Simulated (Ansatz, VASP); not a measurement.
## MoS3 in VASP and in Ansatz

```
CELL_PARAMETERS angstrom
6.71172 0.00000 0.00000
-3.35586 5.81252 0.00000
0.00000 0.00000 2.89476
ATOMIC_POSITIONS crystal
Mo 0.00000 0.00000 0.00000
S 0.72037 0.00000 0.50000
S 0.00000 0.72037 0.50000
S 0.27963 0.27963 0.50000
```

Alike in both runs: functional PBE; k mesh 3 × 3 × 6; occupations gaussian, width 0.1 eV; no spin polarisation.

Ansatz relaxed the structure, and its values are those at the end. VASP's run is a single point on that final structure, the one shown.

|  | VASP | Ansatz |
| --- | --- | --- |
| version | VASP 6.6.1 | Ansatz 0.2.0 |
| potentials or method | VASP PAW PBE potentials, release 64 (Mo_sv, S), cutoff 520 eV | scalar-relativistic, plane waves, PAW |
| valence electrons in the cell | 32 | 32 |

|  | VASP | Ansatz | Ansatz less VASP |
| --- | --- | --- | --- |
| gap on the k mesh at the Fermi level (eV) | none | none | - |
| pressure (GPa) | 0.0 | 0.0 | +0.09 |
| rms of the force components (eV/Å) | 0.009 | 0.001 | -0.0086 |

A gap of «none» marks a metal or a gap that the smearing closes.

The k mesh is coarse, so the values compare programs but aren't converged.
